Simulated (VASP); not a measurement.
Co3Si5Ru2, 10 atoms in the cell. The structure is tetragonal, space group P4/mmm (No. 123). The conventional cell has a = 2.892 Å, b = 2.892 Å, c = 13.834 Å, α = 90.00°, β = 90.00°, γ = 90.00°. Within 3.2 Å of Co (site symmetry 4mm) lie 8 Si at 2.43 Å and 5 Co at 2.64 to 2.89 Å and 1 Ru at 2.80 Å. Co (site symmetry 4/mmm) has 8 Si at 2.43 Å and 6 Co at 2.64 to 2.89 Å within 3.2 Å. Within 3.2 Å of Si (site symmetry 4mm) lie 4 Co at 2.43 Å and 4 Ru at 2.53 Å and 6 Si at 2.63 to 2.97 Å. Within 3.2 Å of Si (site symmetry 4mm) lie 8 Co at 2.43 Å and 6 Si at 2.63 to 2.89 Å. Si (site symmetry 4/mmm) has 8 Ru at 2.53 Å and 6 Si at 2.89 to 2.97 Å within 3.3 Å. Within 3.3 Å of Ru (site symmetry 4mm) lie 8 Si at 2.53 Å and 1 Co at 2.80 Å and 5 Ru at 2.89 to 2.97 Å. 

* Program: VASP 6.6.1
* Task: single point
* Functional: PBE
* Potentials or basis: VASP PAW PBE potentials, release 64 (Co, Si, Ru_pv)
* Cutoff: 520 eV
* k mesh: 14 × 14 × 4
* Occupations: fermi-dirac, width 0.15 eV
* Spin: no spin polarisation
* Dipole correction: no
* Further INCAR settings: ALGO = Normal; EDIFF = 1e-06; NBANDS = 48

Potentials or basis: VASP PAW PBE potentials, release 64 (Co, Si, Ru_pv).

Launch:

```console
$ cat potpaw_PBE.64/Co/POTCAR potpaw_PBE.64/Si/POTCAR potpaw_PBE.64/Ru_pv/POTCAR > POTCAR
$ mpirun -np 1 vasp_std > vasp.out
```

Hardware: 1 thread of AMD EPYC 9R45 96-Core Processor (Zen 5) (shared host).

Problem. Estimate the wall time of this run.

Solution. Run time: 11 min on 1 thread of AMD EPYC 9R45 96-Core Processor (Zen 5) (shared host), peak memory 0.56 GiB. Counts: scf iterations 21, k points 108.
